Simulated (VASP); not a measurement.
# SiC (R3m) in VASP: further runs, part 3 of 3

VASP 6.6.1. The steps go on from the part before.

## Step 5: Single point, PBE

This run uses another cell than the first one, of the same volume but with other edges.

The input, INCAR:

```
SYSTEM = SiC
  ALGO = Normal
  EDIFF = 1E-6
  ENCUT = 520
  GGA = PE
  ISIF = 2
  ISMEAR = 0
  LASPH = .TRUE.
  LCHARG = .FALSE.
  LREAL = .FALSE.
  LWAVE = .FALSE.
  NBANDS = 11
  NELM = 60
  PREC = Accurate
  SIGMA = 0.05
```

The input, KPOINTS:

```
k-points
0
G
  12 12 12
  0 0 0
```

The input, POSCAR:

```
SiC
1.0
    0.0000000000      2.1313062433      2.1313062433
    2.1313062433      0.0000000000      2.1313062433
    2.1776266323      2.1776266323     -0.0463203890
Si C
1 1
Direct
    0.0000000000      0.0000000000      0.0000000000
    0.7500000000      0.7500000000      0.7500000000
```

Potentials or basis: VASP PAW PBE potentials, release 64 (Si, C).

Command:

```
cat potpaw_PBE.64/Si/POTCAR potpaw_PBE.64/C/POTCAR > POTCAR
mpirun -np 1 vasp_std > vasp.out
```

OUTCAR:

```text
SYSTEM = SiC
   EDIFF = 1E-6
   ENCUT = 520
   GGA = PE
   ISIF = 2
   ISMEAR = 0
   LASPH = .TRUE.
   LREAL = .FALSE.
   NELM = 60
   PREC = Accurate

 ion  position               nearest neighbor table
   1  0.000  0.000  0.000-   2 1.85   2 1.85   2 1.85   2 1.91
   2  0.750  0.750  0.750-   1 1.85   1 1.85   1 1.85   1 1.91

  LATTYP: Found a trigonal (rhomboedric) cell.
 ALAT       =     3.0799774476
 COS(alpha) =     0.5211531429

  Lattice vectors:

 A1 = (   2.1776266323,   0.0463203890,  -2.1776266323)
 A2 = (   0.0463203890,   2.1776266323,  -2.1776266323)
 A3 = (   2.1776266323,   2.1776266323,  -0.0463203890)

Analysis of symmetry for initial positions (statically):
=====================================================================
 Subroutine PRICEL returns:
 Original cell was already a primitive cell.

 Routine SETGRP: Setting up the symmetry group for a
 trigonal (rhombohedral) supercell.

 Subroutine GETGRP returns: Found  6 space group operations
 (whereof  6 operations were pure point group operations)
 out of a pool of 12 trial point group operations.

The static configuration has the point symmetry C_3v.

Analysis of symmetry for dynamics (positions and initial velocities):
=====================================================================
 Subroutine PRICEL returns:
 Original cell was already a primitive cell.

 Routine SETGRP: Setting up the symmetry group for a
 trigonal (rhombohedral) supercell.

 Subroutine GETGRP returns: Found  6 space group operations
 (whereof  6 operations were pure point group operations)
 out of a pool of 12 trial point group operations.

The dynamic configuration has the point symmetry C_3v.

 Subroutine INISYM returns: Found  6 space group operations
 (whereof  6 operations are pure point group operations),
 and found     1 'primitive' translations

----------------------------------------------------------------------------------------

                                     Primitive cell

  volume of cell :      19.9940

  direct lattice vectors                    reciprocal lattice vectors
     0.000000000  2.131306243  2.131306243    -0.232129101  0.237066729  0.232129101
     2.131306243  0.000000000  2.131306243     0.237066729 -0.232129101  0.232129101
     2.177626632  2.177626632 -0.046320389     0.227191473  0.227191473 -0.227191473

  length of vectors
     3.014122195  3.014122195  3.079977448     0.404930207  0.404930207  0.393507174

  position of ions in fractional coordinates (direct lattice)
     0.000000000  0.000000000  0.000000000
     0.750000000  0.750000000  0.750000000

  ion indices of the primitive-cell ions
   primitive index   ion index
                 1           1
                 2           2

----------------------------------------------------------------------------------------

 KPOINTS: k-points

Automatic generation of k-mesh.
 Grid dimensions read from file:
 generate k-points for:   12   12   12

 Generating k-lattice:

  Cartesian coordinates                     Fractional coordinates (reciprocal lattice)
    -0.019344092  0.019755561  0.019344092     0.083333333  0.000000000  0.000000000
     0.019755561 -0.019344092  0.019344092     0.000000000  0.083333333  0.000000000
     0.018932623  0.018932623 -0.018932623     0.000000000  0.000000000  0.083333333

  Length of vectors
     0.033744184  0.033744184  0.032792264

  Shift w.r.t. Gamma in fractional coordinates (k-lattice)
     0.000000000  0.000000000  0.000000000

 Subroutine IBZKPT returns following result:
 ===========================================

 Found    189 irreducible k-points:

 Following reciprocal coordinates:
            Coordinates               Weight
  0.000000  0.000000  0.000000      1.000000
  0.083333  0.000000  0.000000      6.000000
  0.166667  0.000000  0.000000      6.000000
  0.250000  0.000000 -0.000000      6.000000
  0.333333  0.000000 -0.000000      6.000000
  0.416667  0.000000  0.000000      6.000000
[... 16 lines left out ...]
  0.500000  0.166667 -0.000000     12.000000
 -0.416667  0.166667 -0.000000     12.000000
 [... further k-points ...]
   k-points           NKPTS =    189   k-points in BZ     NKDIM =    189   number of bands    NBANDS=     11
   number of dos      NEDOS =    301   number of ions     NIONS =      2
   total plane-waves  NPLWV =  13824
   dimension x,y,z NGX =    24 NGY =   24 NGZ =   24
   dimension x,y,z NGXF=    48 NGYF=   48 NGZF=   48
   ions per type =               1   1
   NGX,Y,Z   is equivalent  to a cutoff of  13.24, 13.24, 12.95 a.u.
   NGXF,Y,Z  is equivalent  to a cutoff of  26.47, 26.47, 25.91 a.u.
 SYSTEM =  SiC
   PREC   = accura    normal or accurate (medium, high low for compatibility)
   ISTART =      0    job   : 0-new  1-cont  2-samecut
   ICHARG =      2    charge: 1-file 2-atom 10-const
   ISPIN  =      1    spin polarized calculation?
   LNONCOLLINEAR =      F non collinear calculations
   LSORBIT =      F    spin-orbit coupling
   LASPH  =      T    aspherical Exc in radial PAW
   ENCUT  =  520.0 eV  38.22 Ry    6.18 a.u.   5.60  5.60  5.73*2*pi/ulx,y,z
   NELM   =     60;   NELMIN=  2; NELMDL= -5     # of ELM steps
   EDIFF  = 0.1E-05   stopping-criterion for ELM
   LREAL  =      F    real-space projection
   EDIFFG = 0.1E-04   stopping-criterion for IOM
   NSW    =      0    number of steps for IOM
   IBRION =     -1    ionic relax: 0-MD 1-quasi-New 2-CG
   NFREE  =      0    steps in history (QN), initial steepest desc. (CG)
   ISIF   =      2    stress and relaxation
   ISYM   =      2    0-nonsym 1-usesym 2-fastsym
   POTIM  = 0.5000    time-step for ionic-motion
   TEBEG  =    0.0;   TEEND  =   0.0 temperature during run
   PSTRESS=    0.0 pullay stress
   NELECT =       8.0000    total number of electrons
   NUPDOWN=      -1.0000    fix difference up-down
   EMIN   =  10.00;   EMAX   =-10.00  energy-range for DOS
   EFERMI =   0.00;   METHOD = LEGACY
   ISMEAR =     0;   SIGMA  =   0.05  broadening in eV -4-tet -1-fermi 0-gaus
   EFERMI_NEDOS =   21; number of points for ismear=-14 and -15
   IALGO  =     38    algorithm
   IMIX   =      4    mixing-type and parameters
     AMIX     =   0.40;   BMIX     =  1.00
     AMIX_MAG =   1.60;   BMIX_MAG =  1.00
  volume/ion in A,a.u.               =      10.00        67.46
  Fermi-wavevector in a.u.,A,eV,Ry     =   1.206345  2.279662 19.800133  1.455269
  Thomas-Fermi vector in A             =   2.342015
   LORBIT       =      0    0 simple, 1 ext, 2 COOP (PROOUT), +10 PAW based schemes
   GGA     = PE    functional components
   LHFCALC =     F    Hartree Fock is set to
   AEXX    =    0.0000 exact exchange contribution
   IVDW    =     0    specifies the selected vdW correction
   LEPSILON=     F    determine dielectric tensor
   LRPA    =     F    only Hartree local field effects (RPA)
 non-spin polarized calculation
 Gauss-broadening in eV      SIGMA  =   0.05
  energy-cutoff  :      520.00
  volume of cell :       19.99
 maximum number of plane-waves:       552
   NGX = 11   NGY = 11   NGZ = 11

 number of electron       8.0000000 magnetization

 Free energy of the ion-electron system (eV)
  ---------------------------------------------------
  ext. energy  EPLUGINS =         0.00000000
  ---------------------------------------------------
  free energy    TOTEN  =       -15.00083915 eV

  energy without entropy =      -15.00083915  energy(sigma->0) =      -15.00083915

 E-fermi :   8.7720     XC(G=0): -11.5065

 val. band max:        8.5663174621   @ k =   0.0000   0.0000   0.0000
 cond. band min:       9.8032462050   @ k =   0.5000   0.5000   0.0000
 fundamental gap:      1.2369287429
 Fermi energy:         8.7719890326

 k-point     1 :       0.0000    0.0000    0.0000
  band No.  band energies     occupation
      1      -7.1818      2.00000
      2       8.3512      2.00000
      3       8.5663      2.00000
      4       8.5663      2.00000
      5      14.6956      0.00000
      6      15.9958      0.00000
      7      16.3064      0.00000
      8      16.3064      0.00000
      9      23.2170      0.00000
     10      23.2170      0.00000
     11      25.4768      0.00000
[... 309 lines left out ...]
 k-point    24 :      -0.4167    0.1667   -0.0000
  band No.  band energies     occupation
      1      -3.0650      2.00000
      2       0.3348      2.00000
      3       5.3492      2.00000
      4       6.8746      2.00000
      5      13.6036      0.00000
      6      16.3041      0.00000
      7      17.1235      0.00000
      8      20.0706      0.00000
      9      23.6113      0.00000
     10      24.1889      0.00000
     11      27.1656      0.00000

 [... further k-points ...]
[... 5 lines left out ...]
  --------------------------------------------------------------------------------------
  -------------------------------------------------------------------------------------
  Total        1.4709465      1.4709465      1.4709465     -0.7841566      0.7841566      0.7841566
  in kB      117.8712200    117.8712200    117.8712200    -62.8367467     62.8367467     62.8367467
  external PRESSURE =     117.8712200 kB  Pullay stress =       0.0000000 kB

 VOLUME and BASIS-vectors are now :
 -----------------------------------------------------------------------------
  energy-cutoff  :      520.00
  volume of cell :       19.99
      direct lattice vectors                 reciprocal lattice vectors
     0.000000000  2.131306243  2.131306243    -0.232129101  0.237066729  0.232129101
     2.131306243  0.000000000  2.131306243     0.237066729 -0.232129101  0.232129101
     2.177626632  2.177626632 -0.046320389     0.227191473  0.227191473 -0.227191473

 POSITION                                       TOTAL-FORCE (eV/Angst)
 -----------------------------------------------------------------------------------
      0.00000      0.00000      0.00000         0.188794      0.188794     -0.188794
      3.23170      3.23170      3.16222        -0.188794     -0.188794      0.188794
 -----------------------------------------------------------------------------------
    total drift:                                0.000087      0.000087     -0.000088

  FREE ENERGIE OF THE ION-ELECTRON SYSTEM (eV)
  ---------------------------------------------------
  free  energy   TOTEN  =       -15.0008391451 eV

  energy  without entropy=      -15.0008391451  energy(sigma->0) =      -15.00083915
```

OSZICAR:

```text
N       E                     dE             d eps       ncg     rms          rms(c)
DAV:   1     0.342534964664E+01    0.34253E+01   -0.39788E+03  4342   0.615E+02
DAV:   2    -0.163507364388E+02   -0.19776E+02   -0.18829E+02  5250   0.110E+02
DAV:   3    -0.169608344293E+02   -0.61010E+00   -0.60873E+00  5092   0.160E+01
DAV:   4    -0.169631209243E+02   -0.22865E-02   -0.22864E-02  4749   0.124E+00
DAV:   5    -0.169631307659E+02   -0.98415E-05   -0.98415E-05  5113   0.761E-02    0.919E+00
DAV:   6    -0.150702963491E+02    0.18928E+01   -0.65726E+00  4686   0.116E+01    0.411E+00
DAV:   7    -0.150087352468E+02    0.61561E-01   -0.43324E-01  5039   0.374E+00    0.185E+00
DAV:   8    -0.150006243196E+02    0.81109E-02   -0.21366E-02  4704   0.973E-01    0.175E-01
DAV:   9    -0.150007339159E+02   -0.10960E-03   -0.16385E-03  5173   0.238E-01    0.114E-01
DAV:  10    -0.150008351023E+02   -0.10119E-03   -0.22176E-04  4593   0.929E-02    0.280E-02
DAV:  11    -0.150008389978E+02   -0.38955E-05   -0.34092E-05  4995   0.325E-02    0.771E-03
DAV:  12    -0.150008391451E+02   -0.14737E-06   -0.15578E-06  3184   0.796E-03
   1 F= -.15000839E+02 E0= -.15000839E+02  d E =-.146390E-11
```

Run time: 48 s. Hardware: 1 thread of AMD EPYC 7R43 (Zen 3), shared host; peak memory 0.12 GiB.

Results:

| Quantity | Value |
| --- | --- |
| Free energy | -15.0008 eV |
| Pressure | 11.8 GPa |
| Largest force | 0.327 eV/Å |
| Band gap on the k mesh | 1.24 eV, indirect (least direct gap 4.39 eV) |

Forces in eV/Å, atoms in the order of the input:
```
Si   0.189  0.189 -0.189
C   -0.189 -0.189  0.189
```

## Step 6: Single point, PBE

The input, INCAR:

```
PREC = Accurate
ENCUT = 520
EDIFF = 1E-6
ISMEAR = 0
SIGMA = 0.05
LREAL = F
LASPH = T
NELM = 60
ALGO = Normal
ISIF = 2
LWAVE = F
LCHARG = T
GGA = PE
LELF = T
LVHAR = T
NBANDS = 11
```

The input, KPOINTS:

```
Automatic mesh
0
Gamma
  12 12 12
```

The input, POSCAR:

```
SiC
1.0
    0.0000000000      2.2007517308      2.2007517308
    2.2007517308      0.0000000000      2.2007517308
    2.1096406091      2.1096406091      0.0911111217
Si C
1 1
Direct
    0.0000000000      0.0000000000      0.0000000000
    0.7500000000      0.7500000000      0.7500000000
```

Potentials or basis: VASP PAW PBE potentials, release 64 (Si, C).

Command:

```
cat potpaw_PBE.64/Si/POTCAR potpaw_PBE.64/C/POTCAR > POTCAR
mpirun -np 1 vasp_std > vasp.out
```

Wall time 48 s (1 thread of AMD EPYC 7R43 (Zen 3), shared host); peak memory 0.13 GiB.

It converged, with:

```
Free energy            : -14.9198 eV
Pressure               : 12.9 GPa
Largest force          : 0.997 eV/Å
Band gap on the k mesh : 1.04 eV, indirect (least direct gap 4.12 eV)
```

Forces on the atoms (eV/Å):
```
Si  -0.576 -0.576  0.576
C    0.576  0.576 -0.576
```

Stress tensor (GPa, compression positive):
```
 12.86  13.53 -13.53
 13.53  12.86 -13.53
-13.53 -13.53  12.86
```

Levels at points of the mesh, in eV from the valence-band top:
| k point | band 2 | band 3 | band 4 | band 5 | band 6 | band 7 |
| --- | --- | --- | --- | --- | --- | --- |
| (0.00, 0.00, 0.00) | -0.33 | -0.33 | 0.00 | 5.86 | 6.85 | 6.85 |
| (0.50, 0.00, 0.00) | -8.98 | -1.16 | -1.10 | 5.75 | 6.89 | 7.89 |
| (0.50, 0.50, 0.00) | -8.10 | -3.81 | -3.08 | 1.04 | 4.34 | 13.77 |
| (0.00, 0.00, 0.50) | -8.78 | -1.65 | -1.65 | 4.62 | 6.61 | 6.61 |

## Step 7: Summary

| cell | gap on the mesh (eV) | pressure (GPa) | largest force (eV/Å) |
| --- | --- | --- | --- |
| a = 3.096, b = 3.096, c = 3.000 Å, angles 58.9, 58.9, 60.0°, 2 atoms | 1.11 | 12.2 | 0.70 |
| a = 2.998, b = 2.998, c = 3.097 Å, angles 61.1, 61.1, 60.0°, 2 atoms | 1.18 | 12.2 | 0.45 |
| a = 3.079, b = 3.079, c = 3.015 Å, angles 59.3, 59.3, 60.0°, 2 atoms | 1.19 | 11.8 | 0.44 |
| a = 3.014, b = 3.014, c = 3.080 Å, angles 60.7, 60.7, 60.0°, 2 atoms | 1.24 | 11.8 | 0.33 |
| a = 3.112, b = 3.112, c = 2.985 Å, angles 58.6, 58.6, 60.0°, 2 atoms | 1.04 | 12.9 | 1.00 |

Alike in all rows: task single point; level PBE; potentials or basis VASP PAW PBE potentials, release 64 (Si, C); no spin polarisation; k mesh 12 × 12 × 12; cutoff (eV) 520; smearing gaussian 0.05 eV.

Total energies depend on the potentials used, so only differences within one code and one set of settings carry meaning.
